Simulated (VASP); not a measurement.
# Mg (I4/mmm) in VASP: settings compared

Mg is run at these levels: PBE, LDA, PBEsol; tasks: single point.

Everything below comes from runs of VASP 6.6.1. Logs are shortened: lines on timing, memory, paths and dates and some standing lists are left out, and cuts for length are marked.

### Step 1. The cell of the first run

Symmetry: I4/mmm, No. 139, tetragonal system. Conventional cell: a = 3.544 Å, b = 3.544 Å, c = 3.242 Å, α = 90.00°, β = 90.00°, γ = 90.00°. Within 3.9 Å of Mg (site symmetry 4/mmm) lie 14 Mg at 2.98 to 3.54 Å.

### Step 2. Single point, PBE

File INCAR:

```
PREC     = Accurate       # precision mode
ENCUT    = 600            # plane-wave cutoff, eV
EDIFF    = 1E-6           # SCF threshold, eV
ISMEAR   = 0              # smearing method
SIGMA    = 0.1            # smearing width, eV
LREAL    = False          # projectors in reciprocal space
LASPH    = True           # aspherical terms in the spheres
NELM     = 120            # most SCF steps
ALGO     = Normal         # electronic algorithm
ISIF     = 2              # what is computed and relaxed
LWAVE    = False          # write WAVECAR
LCHARG   = False          # write CHGCAR
GGA      = PE             # functional
NBANDS   = 7              # bands
GGA_COMPAT= False
```

File KPOINTS:

```
regular mesh
0
Gamma
  10 10 10
```

File POSCAR:

```
Mg
1.0
   -1.7719736559      1.7719736559      1.6208459954
    1.7719736559     -1.7719736559      1.6208459954
    1.7719736559      1.7719736559     -1.6208459954
Mg
1
Direct
    0.0000000000      0.0000000000      0.0000000000
```

Potentials or basis: VASP PAW PBE potentials, release 64 (Mg).

Command:

```bash
cat potpaw_PBE.64/Mg/POTCAR > POTCAR
mpirun -np 1 vasp_std > vasp.out
```

OUTCAR:

```text
PREC = Accurate
   ENCUT = 600
   EDIFF = 1E-6
   ISMEAR = 0
   LREAL = False
   LASPH = True
   NELM = 120
   ISIF = 2
   GGA = PE

 ion  position               nearest neighbor table
   1  0.000  0.000  0.000-

  LATTYP: Found a body centered tetragonal cell.
 ALAT       =     3.5439473118
 C/A-ratio  =     0.9147122419

  Lattice vectors:

 A1 = (  -1.7719736559,   1.7719736559,   1.6208459954)
 A2 = (   1.7719736559,  -1.7719736559,   1.6208459954)
 A3 = (   1.7719736559,   1.7719736559,  -1.6208459954)

Analysis of symmetry for initial positions (statically):
=====================================================================
 Subroutine PRICEL returns:
 Original cell was already a primitive cell.

 Routine SETGRP: Setting up the symmetry group for a
 body centered tetragonal supercell.

 Subroutine GETGRP returns: Found 16 space group operations
 (whereof 16 operations were pure point group operations)
 out of a pool of 16 trial point group operations.

The static configuration has the point symmetry D_4h.

Analysis of symmetry for dynamics (positions and initial velocities):
=====================================================================
 Subroutine PRICEL returns:
 Original cell was already a primitive cell.

 Routine SETGRP: Setting up the symmetry group for a
 body centered tetragonal supercell.

 Subroutine GETGRP returns: Found 16 space group operations
 (whereof 16 operations were pure point group operations)
 out of a pool of 16 trial point group operations.

The dynamic configuration has the point symmetry D_4h.

 Subroutine INISYM returns: Found 16 space group operations
 (whereof 16 operations are pure point group operations),
 and found     1 'primitive' translations

----------------------------------------------------------------------------------------

                                     Primitive cell

  volume of cell :      20.3571

  direct lattice vectors                    reciprocal lattice vectors
    -1.771973656  1.771973656  1.620845995     0.000000000  0.282171238  0.308480881
     1.771973656 -1.771973656  1.620845995     0.282171238  0.000000000  0.308480881
     1.771973656  1.771973656 -1.620845995     0.282171238  0.282171238  0.000000000

  length of vectors
     2.984446852  2.984446852  2.984446852     0.418068249  0.418068249  0.399050392

  position of ions in fractional coordinates (direct lattice)
     0.000000000  0.000000000  0.000000000

  ion indices of the primitive-cell ions
   primitive index   ion index
                 1           1

----------------------------------------------------------------------------------------

 KPOINTS: regular mesh

Automatic generation of k-mesh.
 Grid dimensions read from file:
 generate k-points for:   10   10   10

 Generating k-lattice:

  Cartesian coordinates                     Fractional coordinates (reciprocal lattice)
     0.000000000  0.028217124  0.030848088     0.100000000  0.000000000  0.000000000
     0.028217124  0.000000000  0.030848088     0.000000000  0.100000000  0.000000000
     0.028217124  0.028217124  0.000000000     0.000000000  0.000000000  0.100000000

  Length of vectors
     0.041806825  0.041806825  0.039905039

  Shift w.r.t. Gamma in fractional coordinates (k-lattice)
     0.000000000  0.000000000  0.000000000

 Subroutine IBZKPT returns following result:
 ===========================================

 Found    102 irreducible k-points:

 Following reciprocal coordinates:
            Coordinates               Weight
  0.000000  0.000000  0.000000      1.000000
  0.100000 -0.000000  0.000000      8.000000
  0.200000 -0.000000  0.000000      8.000000
  0.300000 -0.000000  0.000000      8.000000
  0.400000 -0.000000  0.000000      8.000000
  0.500000  0.000000  0.000000      4.000000
[... 16 lines left out ...]
  0.300000  0.300000  0.000000      8.000000
  0.400000  0.300000  0.000000     16.000000
 [... further k-points ...]
   k-points           NKPTS =    102   k-points in BZ     NKDIM =    102   number of bands    NBANDS=      7
   number of dos      NEDOS =    301   number of ions     NIONS =      1
   total plane-waves  NPLWV =  13824
   dimension x,y,z NGX =    24 NGY =   24 NGZ =   24
   dimension x,y,z NGXF=    48 NGYF=   48 NGZF=   48
   ions per type =               1
   NGX,Y,Z   is equivalent  to a cutoff of  13.37, 13.37, 13.37 a.u.
   NGXF,Y,Z  is equivalent  to a cutoff of  26.74, 26.74, 26.74 a.u.
 SYSTEM =  unknown system
   PREC   = accura    normal or accurate (medium, high low for compatibility)
   ISTART =      0    job   : 0-new  1-cont  2-samecut
   ICHARG =      2    charge: 1-file 2-atom 10-const
   ISPIN  =      1    spin polarized calculation?
   LNONCOLLINEAR =      F non collinear calculations
   LSORBIT =      F    spin-orbit coupling
   LASPH  =      T    aspherical Exc in radial PAW
   ENCUT  =  600.0 eV  44.10 Ry    6.64 a.u.   5.96  5.96  5.96*2*pi/ulx,y,z
   NELM   =    120;   NELMIN=  2; NELMDL= -5     # of ELM steps
   EDIFF  = 0.1E-05   stopping-criterion for ELM
   LREAL  =      F    real-space projection
   EDIFFG = 0.1E-04   stopping-criterion for IOM
   NSW    =      0    number of steps for IOM
   IBRION =     -1    ionic relax: 0-MD 1-quasi-New 2-CG
   NFREE  =      0    steps in history (QN), initial steepest desc. (CG)
   ISIF   =      2    stress and relaxation
   ISYM   =      2    0-nonsym 1-usesym 2-fastsym
   POTIM  = 0.5000    time-step for ionic-motion
   TEBEG  =    0.0;   TEEND  =   0.0 temperature during run
   PSTRESS=    0.0 pullay stress
   NELECT =       2.0000    total number of electrons
   NUPDOWN=      -1.0000    fix difference up-down
   EMIN   =  10.00;   EMAX   =-10.00  energy-range for DOS
   EFERMI =   0.00;   METHOD = LEGACY
   ISMEAR =     0;   SIGMA  =   0.10  broadening in eV -4-tet -1-fermi 0-gaus
   EFERMI_NEDOS =   21; number of points for ismear=-14 and -15
   IALGO  =     38    algorithm
   IMIX   =      4    mixing-type and parameters
     AMIX     =   0.40;   BMIX     =  1.00
     AMIX_MAG =   1.60;   BMIX_MAG =  1.00
  volume/ion in A,a.u.               =      20.36       137.38
  Fermi-wavevector in a.u.,A,eV,Ry     =   0.755404  1.427507  7.763968  0.570636
  Thomas-Fermi vector in A             =   1.853291
   LORBIT       =      0    0 simple, 1 ext, 2 COOP (PROOUT), +10 PAW based schemes
   GGA     = PE    functional components
   LHFCALC =     F    Hartree Fock is set to
   AEXX    =    0.0000 exact exchange contribution
   IVDW    =     0    specifies the selected vdW correction
   LEPSILON=     F    determine dielectric tensor
   LRPA    =     F    only Hartree local field effects (RPA)
 non-spin polarized calculation
 Gauss-broadening in eV      SIGMA  =   0.10
  energy-cutoff  :      600.00
  volume of cell :       20.36
 maximum number of plane-waves:       694
   NGX = 11   NGY = 11   NGZ = 11

 number of electron       2.0000000 magnetization

 Free energy of the ion-electron system (eV)
  ---------------------------------------------------
  ext. energy  EPLUGINS =         0.00000000
  ---------------------------------------------------
  free energy    TOTEN  =        -1.44094165 eV

  energy without entropy =       -1.43828119  energy(sigma->0) =       -1.43961142

 E-fermi :   3.3818     XC(G=0):  -8.8732

 val. band max:        3.3314072215   @ k =   0.5000   0.5000   0.3000
 cond. band min:       3.3869964479   @ k =  -0.4000  -0.4000   0.1000
 fundamental gap:      0.0555892264
 Fermi energy:         3.3817809015

 k-point     1 :       0.0000    0.0000    0.0000
  band No.  band energies     occupation
      1      -4.1699      2.00000
      2      15.9287      0.00000
      3      17.9249      0.00000
      4      17.9249      0.00000
      5      18.2506      0.00000
      6      18.8940      0.00000
      7      18.8940      0.00000

 k-point     2 :       0.1000   -0.0000    0.0000
  band No.  band energies     occupation
      1      -3.9062      2.00000
      2      15.0359      0.00000
      3      15.3236      0.00000
      4      16.7547      0.00000
      5      16.9767      0.00000
      6      18.9210      0.00000
      7      19.9745      0.00000

 k-point     3 :       0.2000   -0.0000    0.0000
  band No.  band energies     occupation
      1      -3.1201      2.00000
      2      11.5688      0.00000
      3      13.7487      0.00000
      4      15.1966      0.00000
      5      15.5964      0.00000
      6      17.7003      0.00000
      7      20.8063      0.00000

 k-point     4 :       0.3000   -0.0000    0.0000
  band No.  band energies     occupation
      1      -1.8264      2.00000
      2       8.0752      0.00000
      3      12.7284      0.00000
      4      14.0429      0.00000
      5      14.5780      0.00000
      6      16.6372      0.00000
      7      21.6651      0.00000

 k-point     5 :       0.4000   -0.0000    0.0000
  band No.  band energies     occupation
      1      -0.0539      2.00000
      2       4.9761      0.00000
      3      12.0863      0.00000
      4      13.3601      0.00000
      5      13.9724      0.00000
      6      15.9101      0.00000
      7      22.7878      0.00000

 k-point     6 :       0.5000    0.0000    0.0000
  band No.  band energies     occupation
      1       1.8142      2.00000
      2       2.6657      2.00000
      3      11.8674      0.00000
      4      13.1356      0.00000
      5      13.7731      0.00000
      6      15.6524      0.00000
      7      23.6881      0.00000

 k-point     7 :       0.1000    0.1000    0.0000
  band No.  band energies     occupation
      1      -3.3581      2.00000
      2      13.2115      0.00000
      3      13.4070      0.00000
      4      14.6738      0.00000
      5      17.7137      0.00000
      6      17.8070      0.00000
      7      19.5136      0.00000
[... 121 lines left out ...]
 k-point    20 :      -0.4000    0.2000   -0.0000
  band No.  band energies     occupation
      1      -1.2403      2.00000
      2       7.5738      0.00000
      3       9.3450      0.00000
      4      13.6923      0.00000
      5      16.7190      0.00000
      6      19.7864      0.00000
      7      21.9283      0.00000

 k-point    21 :      -0.3000    0.2000   -0.0000
  band No.  band energies     occupation
      1      -2.4789      2.00000
      2       8.7350      0.00000
      3      12.6748      0.00000
      4      14.9824      0.00000
      5      17.2160      0.00000
      6      18.6508      0.00000
      7      20.4507      0.00000

 k-point    22 :      -0.2000    0.2000    0.0000
  band No.  band energies     occupation
      1      -3.2127      2.00000
      2      10.2302      0.00000
      3      15.6051      0.00000
      4      16.2586      0.00000
      5      17.2225      0.00000
      6      17.4765      0.00000
      7      19.5876      0.00000

 k-point    23 :       0.3000    0.3000    0.0000
  band No.  band energies     occupation
      1       2.7516      2.00000
      2       4.3184      0.00000
      3       5.4430      0.00000
      4      12.1154      0.00000
      5      17.6150      0.00000
      6      18.6325      0.00000
      7      23.3379      0.00000

 k-point    24 :       0.4000    0.3000    0.0000
  band No.  band energies     occupation
      1       2.2370      2.00000
      2       4.3471      0.00000
      3       5.9110      0.00000
      4      12.3829      0.00000
      5      17.8528      0.00000
      6      19.8407      0.00000
      7      21.5728      0.00000

 [... further k-points ...]

------------------------ aborting loop because EDIFF is reached ----------------------------------------

  FORCE on cell =-STRESS in cart. coord.  units (eV):
  Direction    XX          YY          ZZ          XY          YZ          ZX
  --------------------------------------------------------------------------------------
  -------------------------------------------------------------------------------------
  Total        0.6207980      0.6207980      0.8233514      0.0000000      0.0000000     -0.0000000
  in kB       48.8590082     48.8590082     64.8006759      0.0000000      0.0000000     -0.0000000
  external PRESSURE =      54.1728974 kB  Pullay stress =       0.0000000 kB

 VOLUME and BASIS-vectors are now :
 -----------------------------------------------------------------------------
  energy-cutoff  :      600.00
  volume of cell :       20.36
      direct lattice vectors                 reciprocal lattice vectors
    -1.771973656  1.771973656  1.620845995     0.000000000  0.282171238  0.308480881
     1.771973656 -1.771973656  1.620845995     0.282171238  0.000000000  0.308480881
     1.771973656  1.771973656 -1.620845995     0.282171238  0.282171238  0.000000000

 POSITION                                       TOTAL-FORCE (eV/Angst)
 -----------------------------------------------------------------------------------
      0.00000      0.00000      0.00000         0.000000      0.000000      0.000000
 -----------------------------------------------------------------------------------
    total drift:                                0.000000      0.000000      0.000000

  FREE ENERGIE OF THE ION-ELECTRON SYSTEM (eV)
  ---------------------------------------------------
  free  energy   TOTEN  =        -1.4409416518 eV

  energy  without entropy=       -1.4382811874  energy(sigma->0) =       -1.43961142
```

Run time: 3.8 s. Hardware: 1 thread of Intel Xeon 6975P-C (Granite Rapids), shared host; peak memory 0.14 GiB.

Results:

| Quantity | Value |
| --- | --- |
| Free energy | -1.4409 eV |
| Pressure | 5.4 GPa |
| Band gap on the k mesh | zero (band 1 reaches 6.81 eV, above the bottom of band 2 at 1.99 eV) |

### Step 3. Single point, PBE

This run uses another cell than the first one, of 21.56 Å³/atom, 1.059 times its volume.

File INCAR:

```
SYSTEM = Mg
PREC = Accurate
ENCUT = 600
EDIFF = 1E-6
ISMEAR = 0
SIGMA = 0.1
LREAL = .False.
LASPH = .True.
NELM = 120
ALGO = Normal
ISIF = 2
LWAVE = .False.
LCHARG = .True.
GGA = PE
LELF = .True.
LVHAR = .True.
NBANDS = 7
GGA_COMPAT = .False.
```

File KPOINTS:

```
Automatic mesh
0
Gamma
  10 10 10
  0 0 0
```

File POSCAR:

```
Mg
1.0
   -1.8061328006      1.8061328006      1.6520917832
    1.8061328006     -1.8061328006      1.6520917832
    1.8061328006      1.8061328006     -1.6520917832
Mg
1
Direct
    0.0000000000      0.0000000000      0.0000000000
```

Potentials or basis: VASP PAW PBE potentials, release 64 (Mg).

Command:

```bash
cat potpaw_PBE.64/Mg/POTCAR > POTCAR
mpirun -np 1 vasp_std > vasp.out
```

It took 4.2 s on 1 thread of Intel Xeon 6975P-C (Granite Rapids), shared host; peak memory 0.14 GiB.

It converged, with:

```yaml
Free_energy: -1.4703 eV
Pressure: 2.5 GPa
Band_gap_on_the_k_mesh: zero (band 1 reaches 6.34 eV, above the bottom of band 2 at 1.66 eV)
```

Stress tensor (GPa, compression positive):
```
2.06 0.00 0.00
0.00 2.06 0.00
0.00 0.00 3.51
```

Levels at points of the mesh, in eV from the Fermi level:
```tsv
k point	band 1	band 2	band 3	band 4
(0.00, 0.00, 0.00)	-7.28	12.20	14.12	14.12
(0.50, 0.00, 0.00)	-1.48	-0.72	8.30	9.31
(0.50, 0.50, 0.00)	-1.91	-1.39	9.97	10.91
(0.50, 0.50, 0.50)	3.29	3.29	3.52	4.15
```

### Step 4. Single point, LDA

This run uses another cell than the first one, of 22.64 Å³/atom, 1.112 times its volume.

File INCAR:

```
SYSTEM = Mg
PREC = Accurate
ENCUT = 600
EDIFF = 1E-6
ISMEAR = -5
SIGMA = 0.1
LREAL = .False.
LASPH = .True.
NELM = 120
ALGO = Normal
ISIF = 2
LWAVE = .False.
LCHARG = .False.
GGA = CA
NBANDS = 7
GGA_COMPAT = .False.
```

File KPOINTS:

```
regular mesh
0
Gamma
  10 10 10
  0 0 0
```

File POSCAR:

```
Mg
1.0
   -1.8359916300      1.8359916300      1.6794040200
    1.8359916300     -1.8359916300      1.6794040200
    1.8359916300      1.8359916300     -1.6794040200
Mg
1
Direct
    0.0000000000      0.0000000000      0.0000000000
```

Potentials or basis: VASP PAW LDA potentials, release 64 (Mg).

Command:

```bash
cat potpaw_LDA.64/Mg/POTCAR > POTCAR
mpirun -np 1 vasp_std > vasp.out
```

Run time: 7.6 s. Hardware: 1 thread of Intel Xeon 6975P-C (Granite Rapids), shared host; peak memory 0.15 GiB.

Results (log left out):

| Item | Value |
| --- | --- |
| Free energy | -1.7779 eV |
| Pressure | -2.3 GPa |
| Band gap on the k mesh | zero (band 1 reaches 5.74 eV, above the bottom of band 2 at 1.19 eV) |

Stress tensor (GPa, compression positive):
```
-2.24  0.00  0.00
 0.00 -2.24  0.00
 0.00  0.00 -2.37
```

Levels at points of the mesh, in eV from the Fermi level:
| k point | band 1 | band 2 | band 3 | band 4 |
| --- | --- | --- | --- | --- |
| (0.00, 0.00, 0.00) | -7.12 | 11.76 | 13.59 | 13.59 |
| (0.50, 0.00, 0.00) | -1.45 | -0.83 | 8.07 | 8.73 |
| (0.50, 0.50, 0.00) | -1.85 | -1.49 | 9.68 | 10.24 |
| (0.50, 0.50, 0.50) | 3.06 | 3.06 | 3.54 | 4.06 |

Caveat: tetrahedron occupations give inexact forces and stress in metals.

### Step 5. Single point, LDA

This run uses another cell than the first one, of 22.64 Å³/atom, 1.112 times its volume.

File INCAR:

```
ALGO = Normal
EDIFF = 1E-6
ENCUT = 600
GGA_COMPAT = F
ISIF = 2
ISMEAR = 0
LASPH = T
LCHARG = T
LELF = T
LREAL = F
LVHAR = T
LWAVE = F
NBANDS = 7
NELM = 120
PREC = Accurate
SIGMA = 0.1
```

File KPOINTS:

```
k-points
0
Gamma
  10 10 10
```

POSCAR is that of step 4.

Command:

```bash
cat potpaw_LDA.64/Mg/POTCAR > POTCAR
mpirun -np 1 vasp_std > vasp.out
```

Run time: 7.2 s. Hardware: 1 thread of Intel Xeon 6975P-C (Granite Rapids), shared host; peak memory 0.15 GiB.

Results (log left out):

```
Free energy            : -1.7773 eV
Pressure               : -1.8 GPa
Band gap on the k mesh : zero (band 1 reaches 5.74 eV, above the bottom of band 2 at 1.19 eV)
```

Stress tensor (GPa, compression positive):
```
-2.26  0.00  0.00
 0.00 -2.26  0.00
 0.00  0.00 -0.94
```

Levels at points of the mesh, in eV from the Fermi level:
| k point | band 1 | band 2 | band 3 | band 4 |
| --- | --- | --- | --- | --- |
| (0.00, 0.00, 0.00) | -7.04 | 11.85 | 13.67 | 13.67 |
| (0.50, 0.00, 0.00) | -1.37 | -0.75 | 8.16 | 8.81 |
| (0.50, 0.50, 0.00) | -1.77 | -1.41 | 9.76 | 10.33 |
| (0.50, 0.50, 0.50) | 3.14 | 3.14 | 3.62 | 4.15 |

(Part 1 of 2 ends here.)
